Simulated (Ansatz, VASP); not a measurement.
One calculation of S, two programs

```
CELL_PARAMETERS angstrom
0.00000 1.52871 1.52871
1.52871 0.00000 1.52871
1.52871 1.52871 0.00000
ATOMIC_POSITIONS crystal
S 0.00000 0.00000 0.00000
```

Change from the starting cell: volume scaled by 0.45, PAW files.

Alike in both runs: task single point; functional PBE; k mesh 16 × 16 × 16; occupations fermi-dirac, width 0.08 eV; no spin polarisation.

|  | VASP | Ansatz |
| --- | --- | --- |
| version | VASP 6.6.1 | Ansatz 0.2.0 |
| potentials or method | VASP PAW PBE potentials, release 64 (S) | PAW with Ansatz's default frozen-core files, scalar-relativistic |
| plane-wave cutoff (eV) | 520 | 420 |
| valence electrons in the cell | 6 | 6 |

|  | VASP | Ansatz | Ansatz less VASP |
| --- | --- | --- | --- |
| pressure (GPa) | 300.9 | 305.8 | +4.86 |

Both programs put the cell under a high pressure, so it lies far from rest at this level.

Noted on VASP's run: the cell as given lies far from equilibrium.
